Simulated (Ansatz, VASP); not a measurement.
One calculation of WS2, two programs

```
CELL_PARAMETERS angstrom
3.08831 0.00000 0.00000
-1.54416 2.67456 0.00000
0.00000 0.00000 11.50391
ATOMIC_POSITIONS crystal
W 0.33333 0.66667 0.25000
W 0.66667 0.33333 0.75000
S 0.33333 0.66667 0.61306
S 0.66667 0.33333 0.11306
S 0.33333 0.66667 0.88694
S 0.66667 0.33333 0.38694
```

Alike in both runs: task single point; functional PBEsol; k mesh 12 × 12 × 4; occupations gaussian, width 0.02 eV; no spin polarisation.

```csv
,VASP,Ansatz
version,VASP 6.6.1,Ansatz 0.2.0
potentials or method,"VASP PAW PBE potentials, release 64 (W_sv, S), cutoff 520 eV","scalar-relativistic, plane waves, PAW"
valence electrons in the cell,52,52
```

|  | VASP | Ansatz | Ansatz less VASP |
| --- | --- | --- | --- |
| gap on the k mesh at the Fermi level (eV) | 0.51 | 0.49 | -0.024 |
| least direct gap on the mesh (eV) | 1.92 | 1.91 | -0.004 |
| pressure (GPa) | 8.2 | 8.0 | -0.18 |
| traceless stress, the component that is largest in VASP (GPa) | 0.06 | 0.01 | -0.051 |
| rms of the force components (eV/Å) | 0.008 | 0.000 | -0.0082 |

VASP's potentials were made for PBE, not for PBEsol. Atom by atom the forces differ by 0.008 eV/Å (rms over components).

Spin-orbit coupling is off throughout.
